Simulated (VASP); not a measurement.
# MnHg (Pm-3m) in VASP: a series of runs, part 2 of 2

VASP 6.6.1. Earlier steps stand in the parts before.

## (4) Single point, r2SCAN, collinear spin, ferromagnetic start

This run uses another cell than the first one, of 18.46 Å³/atom.

Contents of POSCAR:

```
MnHg
1.0
    3.3300419138      0.0000000000      0.0000000000
    0.0000000000      3.3300419138      0.0000000000
    0.0000000000      0.0000000000      3.3300419138
Mn Hg
1 1
Direct
    0.5000000000      0.5000000000      0.5000000000
    0.0000000000      0.0000000000      0.0000000000
```

Contents of INCAR.step1:

```
PREC = Accurate
ENCUT = 520
ISMEAR = 0
SIGMA = 0.1
LREAL = F
LASPH = T
NELM = 150
ISPIN = 2
MAGMOM = 4.66 0
LMAXMIX = 4
NBANDS = 24
GGA = PE
ALGO = Normal
EDIFF = 1E-4
LWAVE = T
LCHARG = F
```

Contents of INCAR.step2:

```
PREC = Accurate
ENCUT = 520
EDIFF = 1E-6
ISMEAR = 0
SIGMA = 0.1
LREAL = F
LASPH = T
NELM = 150
ALGO = Normal
ISIF = 2
LWAVE = F
LCHARG = F
ISPIN = 2
MAGMOM = 4.66 0
LORBIT = 11
LMAXMIX = 4
METAGGA = R2SCAN
LMIXTAU = T
NBANDS = 24
ISTART = 1
```

Contents of KPOINTS:

```
regular mesh
0
Gamma
  12 12 12
```

Potentials or basis: VASP PAW PBE potentials, release 64 (Mn_pv, Hg).

On the command line:

```
$ cat potpaw_PBE.64/Mn_pv/POTCAR potpaw_PBE.64/Hg/POTCAR > POTCAR
$ cp INCAR.step1 INCAR
$ mpirun -np 1 vasp_std > vasp.out
$ cp INCAR.step2 INCAR
$ mpirun -np 1 vasp_std > vasp.out
```

OUTCAR:

```text
PREC = Accurate
   ENCUT = 520
   EDIFF = 1E-6
   ISMEAR = 0
   LREAL = F
   LASPH = T
   NELM = 150
   ISIF = 2
   ISPIN = 2
   LORBIT = 11
   METAGGA = R2SCAN
   ISTART = 1

 ion  position               nearest neighbor table
   1  0.500  0.500  0.500-   2 2.88   2 2.88   2 2.88   2 2.88   2 2.88   2 2.88   2 2.88   2 2.88

   2  0.000  0.000  0.000-   1 2.88   1 2.88   1 2.88   1 2.88   1 2.88   1 2.88   1 2.88   1 2.88

  LATTYP: Found a simple cubic cell.
 ALAT       =     3.3300419138

  Lattice vectors:

 A1 = (   3.3300419138,   0.0000000000,   0.0000000000)
 A2 = (   0.0000000000,   3.3300419138,   0.0000000000)
 A3 = (   0.0000000000,   0.0000000000,   3.3300419138)

Analysis of symmetry for initial positions (statically):
=====================================================================
 Subroutine PRICEL returns:
 Original cell was already a primitive cell.

 Routine SETGRP: Setting up the symmetry group for a
[... 847 lines left out ...]
      2     -41.7970      1.00000
      3     -41.7970      1.00000
      4      -4.5701      1.00000
      5      -3.1872      1.00000
      6      -3.1872      1.00000
[... 637 lines left out ...]
     23      24.5896      0.00000
     24      25.7682      0.00000

 [... further k-points ...]

------------------------ aborting loop because EDIFF is reached ----------------------------------------

  FORCE on cell =-STRESS in cart. coord.  units (eV):
  Direction    XX          YY          ZZ          XY          YZ          ZX
  --------------------------------------------------------------------------------------
  -------------------------------------------------------------------------------------
  Total        0.1155894      0.1155894      0.1155894      0.0000000      0.0000000     -0.0000000
  in kB        5.0150973      5.0150973      5.0150973      0.0000000      0.0000000     -0.0000000
  external PRESSURE =       5.0150973 kB  Pullay stress =       0.0000000 kB

 VOLUME and BASIS-vectors are now :
 -----------------------------------------------------------------------------
  energy-cutoff  :      520.00
  volume of cell :       36.93
      direct lattice vectors                 reciprocal lattice vectors
     3.330041914  0.000000000  0.000000000     0.300296521  0.000000000  0.000000000
     0.000000000  3.330041914  0.000000000     0.000000000  0.300296521  0.000000000
     0.000000000  0.000000000  3.330041914     0.000000000  0.000000000  0.300296521

 POSITION                                       TOTAL-FORCE (eV/Angst)
 -----------------------------------------------------------------------------------
      1.66502      1.66502      1.66502         0.000000      0.000000      0.000000
      0.00000      0.00000      0.00000         0.000000      0.000000      0.000000
 -----------------------------------------------------------------------------------
    total drift:                                0.000000      0.000000      0.000000

  FREE ENERGIE OF THE ION-ELECTRON SYSTEM (eV)
  ---------------------------------------------------
  free  energy   TOTEN  =       -64.0413702421 eV

  energy  without entropy=      -64.0364172933  energy(sigma->0) =      -64.03889377

 total charge

# of ion       s       p       d       tot
------------------------------------------
    1        0.269   6.177   4.915  11.361
    2        0.840   0.536   9.238  10.615
--------------------------------------------------
tot          1.110   6.713  14.154  21.976

 magnetization (x)

# of ion       s       p       d       tot
------------------------------------------
    1        0.033   0.022   4.094   4.149
    2       -0.035  -0.079   0.053  -0.062
--------------------------------------------------
tot         -0.002  -0.058   4.147   4.087
```

OUTCAR.step1:

```text
PREC = Accurate
   ENCUT = 520
   ISMEAR = 0
   LREAL = F
   LASPH = T
[... 1539 lines left out ...]
 -----------------------------------------------------------------------------------
      1.66502      1.66502      1.66502         0.000000      0.000000      0.000000
      0.00000      0.00000      0.00000         0.000000      0.000000      0.000000
 -----------------------------------------------------------------------------------
    total drift:                                0.000000      0.000000      0.000000

  FREE ENERGIE OF THE ION-ELECTRON SYSTEM (eV)
  ---------------------------------------------------
  free  energy   TOTEN  =        -8.4987228134 eV

  energy  without entropy=       -8.4923702610  energy(sigma->0) =       -8.49554654
```

It took 11 min on 1 thread of Intel Xeon 8259CL, shared host; peak memory 0.27 GiB.

Results:

```yaml
Free_energy: -64.0414 eV
Pressure: 0.5 GPa
Net_moment: 4.20 μB per cell
Site_moments: Mn +4.15; Hg -0.06 μB
Valence_electrons_inside_the_program's_atomic_spheres: Mn 11.36; Hg 10.62
```

Levels at points of the mesh, in eV from the Fermi level:
Spin up:
```csv
k point,band 12,band 13,band 14,band 15,band 16,band 17,band 18,band 19
"(0.00, 0.00, 0.00)",-3.16,-3.16,-3.16,4.79,4.79,4.79,8.52,11.01
"(0.50, 0.00, 0.00)",-3.81,-3.81,-3.38,-2.59,9.99,9.99,10.63,11.17
"(0.50, 0.50, 0.00)",-3.16,-3.16,-1.98,-1.98,-0.08,2.53,12.00,12.00
"(0.50, 0.50, 0.50)",-3.17,-3.17,0.24,3.73,3.73,3.73,4.31,4.65
```
Spin down:
```
           k point  band 6  band 7  band 8  band 9  band 10  band 11  band 12  band 13  band 14  band 15
(0.00, 0.00, 0.00)   -8.79   -7.57   -7.57   -7.57     0.79     0.79     1.99     1.99     1.99     5.13
(0.50, 0.00, 0.00)   -7.96   -7.96   -7.47   -5.53    -4.84     0.44     0.79     0.79     1.81     2.63
(0.50, 0.50, 0.00)   -8.01   -8.01   -7.01   -3.86    -1.86    -1.86     0.90     1.78     1.78     2.51
(0.50, 0.50, 0.50)   -8.63   -6.98   -6.98   -1.64    -1.64    -1.64     0.02     2.55     2.55     5.64
```

Caveat: the PAW data sets were made with another functional, which shifts forces and pressure a little; spin-orbit coupling is left out, which moves the levels of the heavy elements.

## (5) Summary

| cell | gap on the mesh (eV) | pressure (GPa) | moment (μB) |
| --- | --- | --- | --- |
| a = 3.262 Å, 2 atoms | none | 6.4 | 4.10 |
| a = 3.296 Å, 2 atoms | none | 3.1 | 4.15 |
| a = 3.330 Å, 2 atoms | none | 0.5 | 4.20 |

Alike in all rows: task single point; level r2SCAN; potentials or basis VASP PAW PBE potentials, release 64 (Mn_pv, Hg); spin collinear, ferromagnetic start; k mesh 12 × 12 × 12; cutoff (eV) 520; smearing gaussian 0.1 eV.

Caveats: the PAW data sets were made with another functional, which shifts forces and pressure a little; spin-orbit coupling is left out, which moves the levels of the heavy elements; the cell stands under pressure (at least some runs).

Absolute energies hang on the potentials; compare differences alone.
